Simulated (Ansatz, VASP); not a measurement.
# Two plane-wave programs on AgWCl3

```xyz
5
Lattice="4.7871 0.0000 0.0000 0.0000 4.7871 0.0000 0.0000 0.0000 4.7871" Properties=species:S:1:pos:R:3 pbc="T T T"
Ag    0.0000    0.0000    0.0000
W     2.3936    2.3936    2.3936
Cl    0.0000    2.3936    2.3936
Cl    2.3936    0.0000    2.3936
Cl    2.3936    2.3936    0.0000
```

Alike in both runs: functional r2SCAN; k mesh 8 × 8 × 8; occupations gaussian, width 0.1 eV; no spin polarisation.

Ansatz relaxed the structure, and its values are those at the end. VASP's run is a single point on that final structure, the one shown.

|  | VASP | Ansatz |
| --- | --- | --- |
| version | VASP 6.6.1 | Ansatz 0.2.0 |
| potentials or method | VASP PAW PBE potentials, release 64 (Ag, W_sv, Cl), cutoff 520 eV | scalar-relativistic, plane waves, PAW |
| valence electrons in the cell | 46 | 54 |

```csv
,VASP,Ansatz,Ansatz less VASP
gap on the k mesh at the Fermi level (eV),none,none,-
pressure (GPa),0.2,0.0,-0.19
```

VASP's potentials were made for PBE, not for r2SCAN. A gap of «none» marks a metal or a gap that the smearing closes. VASP's potentials hold 46 valence electrons a cell and Ansatz's 54, so a difference there can come from the potentials and not from the codes.

Neither program's run includes spin-orbit coupling.
